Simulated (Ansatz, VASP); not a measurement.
**One calculation of Be4InCu, two programs**

```
Be In Cu
1.0
     0.00000    3.13793    3.13793
     3.13793    0.00000    3.13793
     3.13793    3.13793    0.00000
Be In Cu
4 1 1
Direct
  0.37630 0.37630 0.37630
  0.87110 0.37630 0.37630
  0.37630 0.37630 0.87110
  0.37630 0.87110 0.37630
  0.00000 0.00000 0.00000
  0.75000 0.75000 0.75000
```

Alike in both runs: task single point; functional PBE; k mesh 6 × 6 × 6; no spin polarisation.

```csv
,VASP,Ansatz
version,VASP 6.6.1,Ansatz 0.2.0
potentials or method,"VASP PAW PBE potentials, release 64 (Be, In_d, Cu), cutoff 520 eV","plane waves, PAW"
occupations,"methfessel-paxton of order 1, width 0.15 eV","cold, width 0.15 eV"
valence electrons in the cell,32,40
```

```tsv
	VASP	Ansatz	Ansatz less VASP
pressure (GPa)	7.4	7.3	-0.10
```

VASP's potentials hold 32 valence electrons a cell and Ansatz's 40, so a difference there can come from the potentials and not from the codes.
